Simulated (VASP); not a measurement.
A run of VASP 6.6.1 is set up as follows.

INCAR

```
SYSTEM = Mo
ALGO = Fast
EDIFF = 1E-6
ENCUT = 520
GGA = PS
ISIF = 2
ISMEAR = 0
ISYM = 0
LASPH = .TRUE.
LCHARG = .FALSE.
LREAL = .FALSE.
LWAVE = .FALSE.
NBANDS = 13
NELM = 100
PREC = Accurate
SIGMA = 0.1
```

File KPOINTS:

```
k-points
0
G
  13 13 16
  0 0 0
```

Contents of POSCAR:

```
Mo
1.0
    2.7801423635     -0.0000002755      0.0010408533
   -0.9267143809      2.6211432653      0.0010408533
    0.9275174243      1.3117077207      2.1643078683
Mo
1
Direct
    0.0000000000      0.0000000000      0.0000000000
```

Potentials or basis: VASP PAW PBE potentials, release 64 (Mo_sv).

Command:

```console
$ cat potpaw_PBE.64/Mo_sv/POTCAR > POTCAR
$ mpirun -np 1 vasp_std > vasp.out
```

Question: What does it give for the band gap on the k mesh?

Answer: Zero (band 7 reaches 15.63 eV, above the bottom of band 8 at 11.15 eV).

Question: What does it give for the pressure?

Answer: -6.7 GPa.

Stress tensor (GPa, compression positive):
```
 -9.83  -1.17   0.01
 -1.17 -10.66   0.01
  0.01   0.01   0.49
```

Caveat: the PAW data sets were made with another functional, which shifts forces and pressure a little.
